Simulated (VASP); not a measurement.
A run of VASP 6.6.1 is set up as follows.

Contents of INCAR:

```
SYSTEM = AlNi
ALGO = Fast ; EDIFF = 1E-7
ENCUT = 520 ; GGA = PS
ISIF = 2 ; ISMEAR = 0
LASPH = .TRUE. ; LCHARG = .FALSE.
LREAL = .FALSE. ; LWAVE = .FALSE.
NBANDS = 14 ; NELM = 100
PREC = Accurate ; SIGMA = 0.1
```

The input KPOINTS:

```
k-points
0
G
  16 16 14
  0 0 0
```

POSCAR

```
AlNi
1.0
    2.0213280873     -2.0213497885      0.0000000000
    2.0213280873      2.0213497885      0.0000000000
    0.0000000000      0.0000000000      2.8694088113
Al Ni
1 1
Direct
    0.0000000000      0.0000000000      0.0000000000
    0.5000000000      0.5000000000      0.5000000000
```

Potentials or basis: VASP PAW PBE potentials, release 64 (Al, Ni).

Command:

```sh
$ cat potpaw_PBE.64/Al/POTCAR potpaw_PBE.64/Ni/POTCAR > POTCAR
$ mpirun -np 1 vasp_std > vasp.out
```

(1) What does it give for the pressure?

## Answers

(1) 0.1 GPa.

Caveat: the PAW data sets were made with another functional, which shifts forces and pressure a little.
